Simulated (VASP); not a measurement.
# ScTi3N3 (P1) in VASP: relaxation of cell and atoms with PBE

Aim: the relaxation of cell and atoms of ScTi3N3 with PBE.

Program: VASP 6.6.1. These are calculated values, not measurements. Logs are shortened: lines on timing, memory, paths and dates and some standing lists are left out, and cuts for length are marked.

## (1) The cell of the first run

The typed cell holds 7 atoms: a = 4.363 Å, b = 4.211 Å, c = 4.229 Å, α = 89.37°, β = 90.27°, γ = 89.13°.

## (2) Relaxation of cell and atoms, PBE

INCAR reads:

```
ALGO = Normal
EDIFF = 1E-6
EDIFFG = -0.025
ENCUT = 600
GGA = PE
IBRION = 2
ISIF = 3
ISMEAR = 0
LASPH = T
LCHARG = F
LREAL = F
LWAVE = F
NELM = 100
NSW = 80
PREC = Accurate
SIGMA = 0.2
```

KPOINTS reads:

```
k-points
0
Gamma
  6 6 6
```

POSCAR reads:

```
ScTi3N3
1.0
    4.3624419413      0.0325726495     -0.0101186503
    0.0325726495      4.2108116315      0.0232731233
   -0.0101186503      0.0232731233      4.2288505888
Sc Ti N
1 3 3
Direct
    0.0144420601      1.0225721698     -0.0204036506
    0.5166506280      0.0175034199      0.5373062081
    0.4697530544      0.4866099906      0.0254984530
   -0.0206366745      0.5092778608      0.5093073584
    0.4960754583     -0.0197625218     -0.0047561576
    0.0286784005      0.4963904168      0.9695056014
   -0.0049629268     -0.0125913361      0.4835421873
```

Potentials or basis: VASP PAW PBE potentials, release 64 (Sc_sv, Ti_sv, N).

Command:

```
$ cat potpaw_PBE.64/Sc_sv/POTCAR potpaw_PBE.64/Ti_sv/POTCAR potpaw_PBE.64/N/POTCAR > POTCAR
$ mpirun -np 1 vasp_std > vasp.out
```

OUTCAR:

```text
EDIFF = 1E-6
   EDIFFG = -0.025
   ENCUT = 600
   GGA = PE
   IBRION = 2
   ISIF = 3
   ISMEAR = 0
   LASPH = T
   LREAL = F
   NELM = 100
   NSW = 80
   PREC = Accurate

 ion  position               nearest neighbor table
   1  0.014  0.023  0.980-   6 2.00   7 2.11   5 2.11   7 2.14   6 2.22   5 2.27   3 2.81   4 2.84
                             2 2.86   2 2.89   4 2.96   3 2.99   4 3.06   3 3.06   4 3.10
   2  0.517  0.018  0.537-   5 1.94   7 2.10   7 2.29   5 2.30   1 2.86   3 2.88   1 2.89   4 2.92
                             3 2.92
   3  0.470  0.487  0.025-   6 1.94   5 2.09   5 2.14   1 2.81   2 2.88   2 2.92   1 2.99   1 3.06

   4  0.979  0.509  0.509-   6 1.96   7 2.02   7 2.20   6 2.30   1 2.84   2 2.92   1 2.96   1 3.06
                             1 3.10
   5  0.496  0.980  0.995-   2 1.94   3 2.09   1 2.11   3 2.14   1 2.27   2 2.30
   6  0.029  0.496  0.970-   3 1.94   4 1.96   1 2.00   1 2.22   4 2.30
   7  0.995  0.987  0.484-   4 2.02   2 2.10   1 2.11   1 2.14   4 2.20   2 2.29

  LATTYP: Found a triclinic cell.
 ALAT       =     4.2110019249
 B/A-ratio  =     1.4507771852
 C/A-ratio  =     1.0042566615
 COS(alpha) =     0.0042543644
 COS(beta)  =     0.0110112030
 COS(gamma) =     0.7001315017

  Lattice vectors:

 A1 = (  -0.0325726495,  -4.2108116315,  -0.0232731233)
 A2 = (  -4.3950145908,  -4.2433842810,  -0.0131544730)
 A3 = (   0.0101186503,  -0.0232731233,  -4.2288505888)

Analysis of symmetry for initial positions (statically):
=====================================================================
 Subroutine PRICEL returns:
 Original cell was already a primitive cell.

 Routine SETGRP: Setting up the symmetry group for a
 triclinic supercell.

 Subroutine GETGRP returns: Found  1 space group operations
 (whereof  1 operations were pure point group operations)
 out of a pool of  2 trial point group operations.

The static configuration has the point symmetry C_1 .

Analysis of symmetry for dynamics (positions and initial velocities):
=====================================================================
 Subroutine PRICEL returns:
 Original cell was already a primitive cell.

 Routine SETGRP: Setting up the symmetry group for a
 triclinic supercell.

 Subroutine GETGRP returns: Found  1 space group operations
 (whereof  1 operations were pure point group operations)
 out of a pool of  2 trial point group operations.

The dynamic configuration has the point symmetry C_1 .

 Subroutine INISYM returns: Found  1 space group operations
 (whereof  1 operations are pure point group operations),
 and found     1 'primitive' translations

----------------------------------------------------------------------------------------

                                     Primitive cell

  volume of cell :      77.6742

  direct lattice vectors                    reciprocal lattice vectors
     4.362441941  0.032572650 -0.010118650     0.229243970 -0.001776398  0.000558303
     0.032572650  4.210811632  0.023273123    -0.001776398  0.237504897 -0.001311339
    -0.010118650  0.023273123  4.228850589     0.000558303 -0.001311339  0.236479428

  length of vectors
     4.362575278  4.211001925  4.228926735     0.229251533  0.237515160  0.236483723

  position of ions in fractional coordinates (direct lattice)
     0.014442060  0.022572170  0.979596349
     0.516650628  0.017503420  0.537306208
     0.469753054  0.486609991  0.025498453
     0.979363326  0.509277861  0.509307358
     0.496075458  0.980237478  0.995243842
     0.028678400  0.496390417  0.969505601
     0.995037073  0.987408664  0.483542187

  ion indices of the primitive-cell ions
   primitive index   ion index
                 1           1
                 2           2
                 3           3
                 4           4
                 5           5
                 6           6
                 7           7

----------------------------------------------------------------------------------------

 KPOINTS: k-points

Automatic generation of k-mesh.
 Grid dimensions read from file:
 generate k-points for:    6    6    6

 Generating k-lattice:

  Cartesian coordinates                     Fractional coordinates (reciprocal lattice)
     0.038207328 -0.000296066  0.000093051     0.166666667  0.000000000 -0.000000000
    -0.000296066  0.039584149 -0.000218556    -0.000000000  0.166666667 -0.000000000
     0.000093051 -0.000218556  0.039413238    -0.000000000  0.000000000  0.166666667

  Length of vectors
     0.038208589  0.039585860  0.039413954

  Shift w.r.t. Gamma in fractional coordinates (k-lattice)
     0.000000000  0.000000000  0.000000000

 Subroutine IBZKPT returns following result:
 ===========================================

 Found    112 irreducible k-points:

 Following reciprocal coordinates:
            Coordinates               Weight
  0.000000  0.000000  0.000000      1.000000
  0.166667  0.000000  0.000000      2.000000
  0.333333 -0.000000 -0.000000      2.000000
  0.500000 -0.000000 -0.000000      1.000000
  0.000000  0.166667 -0.000000      2.000000
  0.166667  0.166667  0.000000      2.000000
[... 16 lines left out ...]
  0.333333  0.000000  0.166667      2.000000
  0.500000 -0.000000  0.166667      2.000000
 [... further k-points ...]
   k-points           NKPTS =    112   k-points in BZ     NKDIM =    112   number of bands    NBANDS=     37
   number of dos      NEDOS =    301   number of ions     NIONS =      7
   total plane-waves  NPLWV =  46656
   dimension x,y,z NGX =    36 NGY =   36 NGZ =   36
   dimension x,y,z NGXF=    72 NGYF=   72 NGZF=   72
   ions per type =               1   3   3
   NGX,Y,Z   is equivalent  to a cutoff of  13.72, 14.21, 14.15 a.u.
   NGXF,Y,Z  is equivalent  to a cutoff of  27.44, 28.42, 28.30 a.u.
 SYSTEM =  unknown system
   PREC   = accura    normal or accurate (medium, high low for compatibility)
   ISTART =      0    job   : 0-new  1-cont  2-samecut
   ICHARG =      2    charge: 1-file 2-atom 10-const
   ISPIN  =      1    spin polarized calculation?
   LNONCOLLINEAR =      F non collinear calculations
   LSORBIT =      F    spin-orbit coupling
   LASPH  =      T    aspherical Exc in radial PAW
   ENCUT  =  600.0 eV  44.10 Ry    6.64 a.u.   8.71  8.41  8.45*2*pi/ulx,y,z
   NELM   =    100;   NELMIN=  2; NELMDL= -5     # of ELM steps
   EDIFF  = 0.1E-05   stopping-criterion for ELM
   LREAL  =      F    real-space projection
   EDIFFG = -.3E-01   stopping-criterion for IOM
   NSW    =     80    number of steps for IOM
   IBRION =      2    ionic relax: 0-MD 1-quasi-New 2-CG
   NFREE  =      1    steps in history (QN), initial steepest desc. (CG)
   ISIF   =      3    stress and relaxation
   ISYM   =      2    0-nonsym 1-usesym 2-fastsym
   POTIM  = 0.5000    time-step for ionic-motion
   TEBEG  =    0.0;   TEEND  =   0.0 temperature during run
   PSTRESS=    0.0 pullay stress
   NELECT =      62.0000    total number of electrons
   NUPDOWN=      -1.0000    fix difference up-down
   EMIN   =  10.00;   EMAX   =-10.00  energy-range for DOS
   EFERMI =   0.00;   METHOD = LEGACY
   ISMEAR =     0;   SIGMA  =   0.20  broadening in eV -4-tet -1-fermi 0-gaus
   EFERMI_NEDOS =   21; number of points for ismear=-14 and -15
   IALGO  =     38    algorithm
   IMIX   =      4    mixing-type and parameters
     AMIX     =   0.40;   BMIX     =  1.00
     AMIX_MAG =   1.60;   BMIX_MAG =  1.00
  volume/ion in A,a.u.               =      11.10        74.88
  Fermi-wavevector in a.u.,A,eV,Ry     =   1.518610  2.869758 31.377453  2.306178
  Thomas-Fermi vector in A             =   2.627708
   LORBIT       =      0    0 simple, 1 ext, 2 COOP (PROOUT), +10 PAW based schemes
   GGA     = PE    functional components
   LHFCALC =     F    Hartree Fock is set to
   AEXX    =    0.0000 exact exchange contribution
   IVDW    =     0    specifies the selected vdW correction
   LEPSILON=     F    determine dielectric tensor
   LRPA    =     F    only Hartree local field effects (RPA)
 conjugate gradient relaxation of ions
 non-spin polarized calculation
 Gauss-broadening in eV      SIGMA  =   0.20
  energy-cutoff  :      600.00
  volume of cell :       77.67
 maximum number of plane-waves:      2614
   NGX = 17   NGY = 17   NGZ = 17

--------------------------------------- Ionic step        1  -------------------------------------------

 number of electron      62.0000000 magnetization

 Free energy of the ion-electron system (eV)
  ---------------------------------------------------
  ext. energy  EPLUGINS =         0.00000000
  ---------------------------------------------------
  free energy    TOTEN  =       -64.19395823 eV

  energy without entropy =      -64.08881799  energy(sigma->0) =      -64.14138811

------------------------ aborting loop because EDIFF is reached ----------------------------------------

  FORCE on cell =-STRESS in cart. coord.  units (eV):
  Direction    XX          YY          ZZ          XY          YZ          ZX
  --------------------------------------------------------------------------------------
  -------------------------------------------------------------------------------------
  Total        5.2999754      7.2416421      7.5187870     -0.0974686     -1.2979054      1.2741519
  in kB      109.3219606    149.3724886    155.0891227     -2.0104726    -26.7717395     26.2817803
  external PRESSURE =     137.9278573 kB  Pullay stress =       0.0000000 kB
[... 104 lines left out ...]
  FREE ENERGIE OF THE ION-ELECTRON SYSTEM (eV)
  ---------------------------------------------------
  free  energy   TOTEN  =       -64.9425864733 eV

  energy  without entropy=      -64.8231823691  energy(sigma->0) =      -64.88288442

[... ionic steps 4 to 11 ...]

--------------------------------------- Ionic step       12  -------------------------------------------

 number of electron      62.0000004 magnetization

------------------------ aborting loop because EDIFF is reached ----------------------------------------

  FORCE on cell =-STRESS in cart. coord.  units (eV):
  Direction    XX          YY          ZZ          XY          YZ          ZX
  --------------------------------------------------------------------------------------
  -------------------------------------------------------------------------------------
  Total        0.0180459     -0.0084556      0.0069104     -0.0104771     -0.0071529      0.0174571
  in kB        0.3613741     -0.1693249      0.1383820     -0.2098070     -0.1432377      0.3495830
  external PRESSURE =       0.1101438 kB  Pullay stress =       0.0000000 kB
[... 67 lines left out ...]
  energy  without entropy=      -65.2268963402  energy(sigma->0) =      -65.28836651

--------------------------------------- Ionic step       14  -------------------------------------------

 number of electron      62.0000004 magnetization

 Free energy of the ion-electron system (eV)
  ---------------------------------------------------
  ext. energy  EPLUGINS =         0.00000000
  ---------------------------------------------------
  free energy    TOTEN  =       -65.34990206 eV

  energy without entropy =      -65.22694722  energy(sigma->0) =      -65.28842464

 E-fermi :   8.8307     XC(G=0): -12.2518

 val. band max:        8.8268266502   @ k =  -0.1667   0.3333   0.1667
 cond. band min:       8.8698136408   @ k =  -0.1667  -0.1667   0.3333
 fundamental gap:      0.0429869906
 Fermi energy:         8.8307360664

 k-point     1 :       0.0000    0.0000    0.0000
  band No.  band energies     occupation
      1     -48.4142      2.00000
      2     -48.3413      2.00000
      3     -48.3413      2.00000
      4     -39.7586      2.00000
      5     -24.8184      2.00000
      6     -24.8181      2.00000
[... 949 lines left out ...]
     36      10.6811      0.00000
     37      11.0382      0.00000

 [... further k-points ...]
[... 5 lines left out ...]
  --------------------------------------------------------------------------------------
  -------------------------------------------------------------------------------------
  Total       -0.0306592     -0.0182434     -0.0210345     -0.0063090      0.0010156      0.0004997
  in kB       -0.6138799     -0.3652829     -0.4211680     -0.1263225      0.0203348      0.0100059
  external PRESSURE =      -0.4667770 kB  Pullay stress =       0.0000000 kB
[... 22 lines left out ...]
  FREE ENERGIE OF THE ION-ELECTRON SYSTEM (eV)
  ---------------------------------------------------
  free  energy   TOTEN  =       -65.3499020556 eV

  energy  without entropy=      -65.2269472164  energy(sigma->0) =      -65.28842464

 reached required accuracy - stopping structural energy minimisation
```

Run time: 32 min. Hardware: 1 thread of Intel Xeon 6975P-C (Granite Rapids), shared host; peak memory 0.49 GiB.

Results:

| Property | Result |
| --- | --- |
| Free energy | -65.3499 eV |
| Relaxed volume | 11.43 Å³/atom |
| Relaxed cell | a = 4.309 Å, b = 4.309 Å, c = 4.309 Å, α = 90.00°, β = 90.00°, γ = 90.00° |
| Space group after relaxing (to 0.1 Å) | Pm-3m (No. 221) |
| Energy gained by relaxing | 165.1 meV/atom |
| Ionic steps | 14 |
| Pressure after relaxing | 0.0 GPa |
| Largest force after relaxing | 0.007 eV/Å |
| Band gap on the k mesh | zero (bands 31 and 32 overlap by 1.92 eV) |

Forces in eV/Å, atoms in the order of the input:
```
Sc  -0.004  0.002  0.001
Ti  -0.004 -0.001 -0.001
Ti   0.005  0.002 -0.004
Ti  -0.002 -0.001  0.002
N    0.003 -0.003  0.001
N   -0.003  0.000  0.000
N    0.005  0.000  0.001
```

The path:
| step | energy change (eV) | largest force (eV/Å) | pressure (GPa) | volume (Å³) |
| --- | --- | --- | --- | --- |
| 1 | 0.0000 | 3.2471 | 13.79 | 77.67 |
| 2 | -0.4394 | 1.0842 | -17.23 | 88.90 |
| 3 | -0.7486 | 1.1105 | -7.75 | 83.97 |
| 4 | -1.0477 | 0.8884 | 0.71 | 79.93 |
| 5 | -1.0510 | 0.8973 | 1.92 | 79.49 |
| 6 | -1.1322 | 0.3488 | 0.48 | 79.86 |
| 7 | -1.1362 | 0.3724 | 0.21 | 79.97 |
| 8 | -1.1530 | 0.1502 | -0.44 | 80.18 |
| 9 | -1.1539 | 0.1018 | -0.61 | 80.24 |
| 10 | -1.1551 | 0.0471 | 0.68 | 79.75 |
| 11 | -1.1554 | 0.0503 | 0.31 | 79.89 |
| 12 | -1.1559 | 0.0282 | 0.01 | 80.01 |
| 13 | -1.1559 | 0.0294 | 0.00 | 80.01 |
| 14 | -1.1559 | 0.0068 | -0.05 | 80.02 |

Final structure:
```yaml
crystal:
  lattice:
    - [4.30925, -0.00002, 0.00049]
    - [0.00030, 4.30911, 0.00019]
    - [-0.00041, -0.00043, 4.30921]
  atoms:
    - { symbol: Sc, position: [0.00004, 0.99996, 0.99998] }
    - { symbol: Ti, position: [0.50005, 0.00002, 0.50002] }
    - { symbol: Ti, position: [0.49993, 0.49996, 0.00011] }
    - { symbol: Ti, position: [0.00005, 0.50002, 0.49996] }
    - { symbol: N, position: [0.49998, 0.00006, 0.99997] }
    - { symbol: N, position: [0.00007, 0.49998, 0.99999] }
    - { symbol: N, position: [0.99988, 0.00001, 0.49998] }
```

The gap in the log of VASP goes by the Fermi energy; the results here count the filled bands.